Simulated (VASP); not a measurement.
Write the native input for VASP 6.6.1 that does the following.

```
Task                   : relaxation of shape and atoms at fixed volume
Functional             : PBE
Potentials or basis    : VASP PAW PBE potentials, release 64 (Mn_pv, S)
Cutoff                 : 500 eV
k mesh                 : 6 × 6 × 4
Occupations            : gaussian, width 0.05 eV
Spin                   : collinear spin, antiferromagnetic start
Starting moments       : [4.22, -4.22, 0.0, 0.0] μB
Dipole correction      : no
Further INCAR settings : ALGO = Normal; EDIFF = 1e-07; IBRION = 2; EDIFFG = -0.01; NSW = 60; ISIF = 4
```

The structure of MnS lies in POSCAR:

```
MnS
1.0
    0.0000000000      2.7838638911     -2.7838638911
    0.0000000000      2.7838638911      2.7838638911
    5.4128901935      0.0000000000      0.0000000000
Mn S
2 2
Direct
    0.0000000000      0.0000000000      0.0000000000
    0.5000000000      0.5000000000      0.5000000000
    0.0000000000      0.5000000000      0.2500000237
    0.5000000000      1.0000000000      0.7499999763
```

One way to write it, as run:

INCAR

```
SYSTEM = MnS
PREC = Accurate
ENCUT = 500
EDIFF = 1E-7
ISMEAR = 0
SIGMA = 0.05
LREAL = .False.
LASPH = .True.
NELM = 200
ALGO = Normal
ISIF = 4
LWAVE = .False.
LCHARG = .False.
ISPIN = 2
MAGMOM = 4.22 -4.22 0 0
LORBIT = 11
LMAXMIX = 4
GGA = PE
IBRION = 2
NSW = 60
EDIFFG = -0.01
GGA_COMPAT = .False.
NELMIN = 4
```

KPOINTS

```
regular mesh
0
Gamma
  6 6 4
  0 0 0
```

Potentials or basis: VASP PAW PBE potentials, release 64 (Mn_pv, S).

Launch:

```bash
$ cat potpaw_PBE.64/Mn_pv/POTCAR potpaw_PBE.64/S/POTCAR > POTCAR
$ mpirun -np 1 vasp_std > vasp.out
```

It gave:

```
Pressure after relaxing                               : -1.0 GPa
Band gap on the k mesh                                : 1.21 eV
Net moment                                            : 0.00 μB per cell
Site moments                                          : Mn +4.05, -4.05; S +0.00 μB
Valence electrons inside the program's atomic spheres : Mn 11.44; S 3.76
```

Caveat: the antiferromagnetic order is the one typed at the start, and another may lie lower.

Run time: 100 s on 1 thread of AMD EPYC 7R13 Processor (Zen 3) (shared host), peak memory 0.23 GiB.
